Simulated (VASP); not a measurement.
# Cu (I4/mmm) in VASP: a series of runs, part 2 of 2

VASP 6.6.1. Earlier steps stand in the parts before.

## (3) Single point, PBEsol (strain -0.0100 x Voigt [1, 0, 0, 0, 0, 0])

File INCAR:

```
SYSTEM = Cu
PREC = Accurate
ENCUT = 520
EDIFF = 1E-7
ISMEAR = 0
SIGMA = 0.15
LREAL = .False.
LASPH = .True.
NELM = 100
ALGO = Fast
ISIF = 2
LWAVE = .False.
LCHARG = .False.
GGA = PS
NBANDS = 12
```

File KPOINTS:

```
regular mesh
0
Gamma
  22 22 22
  0 0 0
```

File POSCAR:

```
Cu
1.0
    0.0000000000      1.8075000000      1.8075000000
    1.7894250000      0.0000000000      1.8075000000
    1.7894250000      1.8075000000      0.0000000000
Cu
1
Direct
    0.0000000000      0.0000000000      0.0000000000
```

Potentials or basis: VASP PAW PBE potentials, release 64 (Cu).

Run with:

```sh
cat potpaw_PBE.64/Cu/POTCAR > POTCAR
mpirun -np 1 vasp_std > vasp.out
```

OUTCAR:

```text
SYSTEM = Cu
   PREC = Accurate
   ENCUT = 520
   EDIFF = 1E-7
   ISMEAR = 0
   LREAL = .False.
   LASPH = .True.
   NELM = 100
   ISIF = 2
   GGA = PS

 ion  position               nearest neighbor table
   1  0.000  0.000  0.000-

  LATTYP: Found a body centered tetragonal cell.
 ALAT       =     2.5561910140
 C/A-ratio  =     1.4000714267

  Lattice vectors:

 A1 = (  -1.7894250000,   0.0000000000,  -1.8075000000)
 A2 = (  -1.7894250000,   0.0000000000,   1.8075000000)
 A3 = (   1.7894250000,   1.8075000000,   0.0000000000)

Analysis of symmetry for initial positions (statically):
=====================================================================
 Subroutine PRICEL returns:
 Original cell was already a primitive cell.

 Routine SETGRP: Setting up the symmetry group for a
 body centered tetragonal supercell.

 Subroutine GETGRP returns: Found 16 space group operations
 (whereof 16 operations were pure point group operations)
 out of a pool of 16 trial point group operations.

The static configuration has the point symmetry D_4h.

Analysis of symmetry for dynamics (positions and initial velocities):
=====================================================================
 Subroutine PRICEL returns:
 Original cell was already a primitive cell.

 Routine SETGRP: Setting up the symmetry group for a
 body centered tetragonal supercell.

 Subroutine GETGRP returns: Found 16 space group operations
 (whereof 16 operations were pure point group operations)
 out of a pool of 16 trial point group operations.

The dynamic configuration has the point symmetry D_4h.

 Subroutine INISYM returns: Found 16 space group operations
 (whereof 16 operations are pure point group operations),
 and found     1 'primitive' translations

----------------------------------------------------------------------------------------

                                     Primitive cell

  volume of cell :      11.6923

  direct lattice vectors                    reciprocal lattice vectors
     0.000000000  1.807500000  1.807500000    -0.279419367  0.276625173  0.276625173
     1.789425000  0.000000000  1.807500000     0.279419367 -0.276625173  0.276625173
     1.789425000  1.807500000  0.000000000     0.279419367  0.276625173 -0.276625173

  length of vectors
     2.556191014  2.543442172  2.543442172     0.480747496  0.480747496  0.480747496

  position of ions in fractional coordinates (direct lattice)
     0.000000000  0.000000000  0.000000000

  ion indices of the primitive-cell ions
   primitive index   ion index
                 1           1

----------------------------------------------------------------------------------------

 KPOINTS: regular mesh

Automatic generation of k-mesh.
 Grid dimensions read from file:
 generate k-points for:   22   22   22

 Generating k-lattice:

  Cartesian coordinates                     Fractional coordinates (reciprocal lattice)
    -0.012700880  0.012573871  0.012573871     0.045454545 -0.000000000 -0.000000000
     0.012700880 -0.012573871  0.012573871     0.000000000  0.045454545  0.000000000
     0.012700880  0.012573871 -0.012573871     0.000000000  0.000000000  0.045454545

  Length of vectors
     0.021852159  0.021852159  0.021852159

  Shift w.r.t. Gamma in fractional coordinates (k-lattice)
     0.000000000  0.000000000  0.000000000

 Subroutine IBZKPT returns following result:
 ===========================================

 Found    834 irreducible k-points:

 Following reciprocal coordinates:
            Coordinates               Weight
  0.000000  0.000000  0.000000      1.000000
  0.045455 -0.000000 -0.000000      8.000000
  0.090909 -0.000000 -0.000000      8.000000
  0.136364  0.000000  0.000000      8.000000
  0.181818 -0.000000 -0.000000      8.000000
  0.227273 -0.000000 -0.000000      8.000000
[... 16 lines left out ...]
  0.500000  0.045455  0.000000     16.000000
 -0.454545  0.045455  0.000000     16.000000
 [... further k-points ...]
   k-points           NKPTS =    834   k-points in BZ     NKDIM =    834   number of bands    NBANDS=     12
   number of dos      NEDOS =    301   number of ions     NIONS =      1
   total plane-waves  NPLWV =   8000
   dimension x,y,z NGX =    20 NGY =   20 NGZ =   20
   dimension x,y,z NGXF=    40 NGYF=   40 NGZF=   40
   ions per type =               1
   NGX,Y,Z   is equivalent  to a cutoff of  13.01, 13.07, 13.07 a.u.
   NGXF,Y,Z  is equivalent  to a cutoff of  26.01, 26.15, 26.15 a.u.
 SYSTEM =  Cu
   PREC   = accura    normal or accurate (medium, high low for compatibility)
   ISTART =      0    job   : 0-new  1-cont  2-samecut
   ICHARG =      2    charge: 1-file 2-atom 10-const
   ISPIN  =      1    spin polarized calculation?
   LNONCOLLINEAR =      F non collinear calculations
   LSORBIT =      F    spin-orbit coupling
   LASPH  =      T    aspherical Exc in radial PAW
   ENCUT  =  520.0 eV  38.22 Ry    6.18 a.u.   4.75  4.73  4.73*2*pi/ulx,y,z
   NELM   =    100;   NELMIN=  2; NELMDL= -5     # of ELM steps
   EDIFF  = 0.1E-06   stopping-criterion for ELM
   LREAL  =      F    real-space projection
   EDIFFG = 0.1E-05   stopping-criterion for IOM
   NSW    =      0    number of steps for IOM
   IBRION =     -1    ionic relax: 0-MD 1-quasi-New 2-CG
   NFREE  =      0    steps in history (QN), initial steepest desc. (CG)
   ISIF   =      2    stress and relaxation
   ISYM   =      2    0-nonsym 1-usesym 2-fastsym
   POTIM  = 0.5000    time-step for ionic-motion
   TEBEG  =    0.0;   TEEND  =   0.0 temperature during run
   PSTRESS=    0.0 pullay stress
   NELECT =      11.0000    total number of electrons
   NUPDOWN=      -1.0000    fix difference up-down
   EMIN   =  10.00;   EMAX   =-10.00  energy-range for DOS
   EFERMI =   0.00;   METHOD = LEGACY
   ISMEAR =     0;   SIGMA  =   0.15  broadening in eV -4-tet -1-fermi 0-gaus
   EFERMI_NEDOS =   21; number of points for ismear=-14 and -15
   IALGO  =     68    algorithm
   IMIX   =      4    mixing-type and parameters
     AMIX     =   0.40;   BMIX     =  1.00
     AMIX_MAG =   1.60;   BMIX_MAG =  1.00
  volume/ion in A,a.u.               =      11.69        78.90
  Fermi-wavevector in a.u.,A,eV,Ry     =   1.604128  3.031362 35.010875  2.573227
  Thomas-Fermi vector in A             =   2.700682
   LORBIT       =      0    0 simple, 1 ext, 2 COOP (PROOUT), +10 PAW based schemes
   GGA     = PS    functional components
   LHFCALC =     F    Hartree Fock is set to
   AEXX    =    0.0000 exact exchange contribution
   IVDW    =     0    specifies the selected vdW correction
   LEPSILON=     F    determine dielectric tensor
   LRPA    =     F    only Hartree local field effects (RPA)
 non-spin polarized calculation
 RMM-DIIS sequential band-by-band and
 Gauss-broadening in eV      SIGMA  =   0.15
  energy-cutoff  :      520.00
  volume of cell :       11.69
 maximum number of plane-waves:       331
   NGX =  9   NGY =  9   NGZ =  9

 number of electron      11.0000006 magnetization

 Free energy of the ion-electron system (eV)
  ---------------------------------------------------
  ext. energy  EPLUGINS =         0.00000000
  ---------------------------------------------------
  free energy    TOTEN  =        -4.30652782 eV

  energy without entropy =       -4.30377917  energy(sigma->0) =       -4.30515349

 E-fermi :   7.5122     XC(G=0): -12.9664

 val. band max:        7.4999616653   @ k =   0.3182   0.5000   0.1364
 cond. band min:       7.5215238709   @ k =  -0.1818   0.2727   0.2727
 fundamental gap:      0.0215622056
 Fermi energy:         7.5121711810

 k-point     1 :       0.0000    0.0000    0.0000
  band No.  band energies     occupation
      1      -1.9407      2.00000
      2       4.4518      2.00000
      3       4.4518      2.00000
      4       4.5010      2.00000
      5       5.2881      2.00000
      6       5.3374      2.00000
      7      30.1902      0.00000
      8      32.8674      0.00000
      9      32.8674      0.00000
     10      32.9089      0.00000
     11      35.3492      0.00000
     12      35.3765      0.00000
[... 331 lines left out ...]
 k-point    24 :      -0.4545    0.0455    0.0000
  band No.  band energies     occupation
      1       2.3993      2.00000
      2       4.3994      2.00000
      3       4.4817      2.00000
      4       5.5541      2.00000
      5       5.8553      2.00000
      6       6.6958      2.00000
      7      11.5889      0.00000
      8      27.7279      0.00000
      9      29.1176      0.00000
     10      29.6637      0.00000
     11      33.1459      0.00000
     12      33.8222      0.00000

 [... further k-points ...]
[... 5 lines left out ...]
  --------------------------------------------------------------------------------------
  -------------------------------------------------------------------------------------
  Total       -0.2785747     -0.3196557     -0.3196557      0.0000000      0.0000000     -0.0000000
  in kB      -38.1726361    -43.8018948    -43.8018948      0.0000000      0.0000000     -0.0000000
  external PRESSURE =     -41.9254752 kB  Pullay stress =       0.0000000 kB

 VOLUME and BASIS-vectors are now :
 -----------------------------------------------------------------------------
  energy-cutoff  :      520.00
  volume of cell :       11.69
      direct lattice vectors                 reciprocal lattice vectors
     0.000000000  1.807500000  1.807500000    -0.279419367  0.276625173  0.276625173
     1.789425000  0.000000000  1.807500000     0.279419367 -0.276625173  0.276625173
     1.789425000  1.807500000  0.000000000     0.279419367  0.276625173 -0.276625173

 POSITION                                       TOTAL-FORCE (eV/Angst)
 -----------------------------------------------------------------------------------
      0.00000      0.00000      0.00000         0.000000     -0.000000      0.000000
 -----------------------------------------------------------------------------------
    total drift:                                0.000000      0.000000      0.000000

  FREE ENERGIE OF THE ION-ELECTRON SYSTEM (eV)
  ---------------------------------------------------
  free  energy   TOTEN  =        -4.3065278172 eV

  energy  without entropy=       -4.3037791653  energy(sigma->0) =       -4.30515349
```

Run time: 66 s. Hardware: 1 thread of Intel Xeon 6975P-C (Granite Rapids), shared host; peak memory 0.22 GiB.

Results:

```
Free energy : -4.3065 eV
Pressure    : -4.2 GPa
```

Caveat: the cell differs from its parent crystal (strain -0.0100 x Voigt [1, 0, 0, 0, 0, 0]); the PAW data sets were made with another functional, which shifts forces and pressure a little.
